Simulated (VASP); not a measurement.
## Zr: relaxation of the atoms with PBE

System: Zr, a slab with vacuum.

```xyz
4
Lattice="3.2328 0.0000 0.0000 0.0000 5.1691 0.0000 0.0000 0.0000 18.7329" Properties=species:S:1:pos:R:3 pbc="T T T"
Zr    0.0000    3.8768    7.5000
Zr    1.6164    1.2923    8.4332
Zr    1.6164    3.8768   10.2997
Zr    0.0000    1.2923   11.2329
```

* Program: VASP 6.6.1
* Task: relaxation of the atoms
* Functional: PBE
* Potentials or basis: VASP PAW PBE potentials, release 64 (Zr_sv)
* Cutoff: 520 eV
* k mesh: 11 × 7 × 1
* Occupations: gaussian, width 0.1 eV
* Spin: no spin polarisation
* Dipole correction: yes
* Further INCAR settings: ALGO = Fast; EDIFF = 1e-06; IBRION = 2; EDIFFG = -0.02; NSW = 80

```
Energy gained by relaxing    : 42.8 meV/atom
Ionic steps                  : 20
Largest force after relaxing : 0.009 eV/Å
Band gap on the k mesh       : zero (bands 24 and 25 overlap by 0.64 eV)
```

Forces in eV/Å, atoms in the order of the input:
```
Zr   0.000  0.000 -0.009
Zr   0.000  0.000  0.009
Zr   0.000  0.000 -0.009
Zr   0.000  0.000  0.009
```

Step by step:
```
step  energy change (eV)  largest force (eV/Å)  pressure (GPa)
   1              0.0000                0.5564           -2.18
   2             -0.0335                0.5119           -1.94
   3             -0.1091                0.2914           -1.21
   4             -0.0741                0.6132            0.53
   5             -0.1302                0.1008           -0.69
   6             -0.1310                0.1366           -0.56
   7             -0.1351                0.1132           -0.57
   8             -0.1439                0.0739           -0.62
   9             -0.1458                0.1449           -0.73
  10             -0.1473                0.1043           -0.69
  11             -0.1511                0.0864           -0.56
  12             -0.1633                0.1016           -0.21
  13             -0.1400                0.3487            0.48
  14             -0.1664                0.1526           -0.06
  15             -0.1666                0.1646           -0.02
  16             -0.1678                0.1494            0.00
  17             -0.1680                0.1321            0.03
  18             -0.1697                0.0899           -0.03
  19             -0.1713                0.0297           -0.22
  20             -0.1714                0.0094           -0.19
```

Final structure:
```yaml
crystal:
  lattice:
    - [3.23279, 0.00000, 0.00000]
    - [0.00000, 5.16912, 0.00000]
    - [0.00000, 0.00000, 18.73290]
  atoms:
    - { symbol: Zr, position: [0.00000, 0.75000, 0.42218] }
    - { symbol: Zr, position: [0.50000, 0.25000, 0.44464] }
    - { symbol: Zr, position: [0.50000, 0.75000, 0.55536] }
    - { symbol: Zr, position: [0.00000, 0.25000, 0.57782] }
```

Levels at points of the mesh, in eV from the Fermi level:
```csv
k point,band 21,band 22,band 23,band 24,band 25,band 26,band 27,band 28
"(0.00, 0.00, 0.00)",-2.03,-0.29,0.15,0.40,0.68,0.78,1.09,1.66
```

It took 57 min on 4 MPI ranks on Oxide Virtual Turin-like Processor (shared host), peak memory 0.47 GiB a rank.
